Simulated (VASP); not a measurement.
Write the native input for VASP 6.6.1 that does the following.

| Property | Result |
| --- | --- |
| Task | electric field gradients |
| Functional | PBE |
| Potentials or basis | VASP PAW PBE potentials, release 64 (Li_sv) |
| Cutoff | 520 eV |
| k mesh | 15 × 15 × 8 |
| Occupations | fermi-dirac, width 0.08 eV |
| Spin | no spin polarisation |
| Dipole correction | no |
| Further INCAR settings | ALGO = Normal; EDIFF = 1e-08; NBANDS = 10 |

The structure of Li lies in POSCAR:

```
Li
1.0
    3.1110021516      0.0000000000      0.0000000000
   -1.5555010758      2.6942068945      0.0000000000
    0.0000000000      0.0000000000      5.0930000000
Li
2
Direct
    0.3333333333      0.6666666667      0.2500000000
    0.6666666667      0.3333333333      0.7500000000
```

One way to write it, as run:

INCAR

```
SYSTEM = Li
ALGO = Normal ; EDIFF = 1E-8
ENCUT = 520 ; GGA = PE
ISIF = 2 ; ISMEAR = -1
LASPH = .True. ; LCHARG = .False.
LEFG = .True. ; LREAL = .False.
LWAVE = .False. ; NBANDS = 10
NELM = 80 ; PREC = Accurate
SIGMA = 0.08
```

KPOINTS

```
k-points
0
Gamma
  15 15 8
  0 0 0
```

Potentials or basis: VASP PAW PBE potentials, release 64 (Li_sv).

Run with:

```sh
$ cat potpaw_PBE.64/Li_sv/POTCAR > POTCAR
$ mpirun -np 1 vasp_std > vasp.out
```

It gave:

| Property | Result |
| --- | --- |
| Band gap on the k mesh | zero (band 3 reaches 2.59 eV, above the bottom of band 4 at -1.92 eV) |

Caveat: without QUAD_EFG the Cq values of the log hold for a quadrupole moment of 1 mb, not for the nuclei.

Wall time 18 s on 1 thread of Intel(R) Xeon(R) Platinum 8559C (Emerald Rapids), with other jobs on the host, peak memory 0.17 GiB.
